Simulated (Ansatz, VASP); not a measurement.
**AgCl: VASP beside Ansatz**

```
Ag Cl
1.0
    -0.04208    2.78416    2.78416
     2.78416   -0.04208    2.78416
     2.78416    2.78416   -0.04208
Ag Cl
1 1
Direct
  0.00000 0.00000 0.00000
  0.50000 0.50000 0.50000
```

Change from the starting cell: equal xy, yz and zx shear strains of -1.5 %, crystal datasets.

Alike in both runs: task electric field gradients; functional PBE; k mesh 12 × 12 × 12; occupations fermi-dirac, width 0.08 eV; no spin polarisation.

```csv
,VASP,Ansatz
version,VASP 6.6.1,Ansatz 0.2.0
potentials or method,"VASP PAW PBE potentials, release 64 (Ag, Cl), cutoff 520 eV","all-electron PAW with datasets made for the crystal, scalar-relativistic"
```

|  | VASP | Ansatz | Ansatz less VASP |
| --- | --- | --- | --- |
| pressure (GPa) | -0.1 | 0.0 | +0.13 |
| traceless stress, the component that is largest in VASP (GPa) | 0.09 | 0.09 | -0.001 |
| size of Vzz on the site where it differs most (V/Å²) | 3.1 | 3.3 | +0.18 |

Ansatz ran all-electron here, and VASP with PAW potentials.
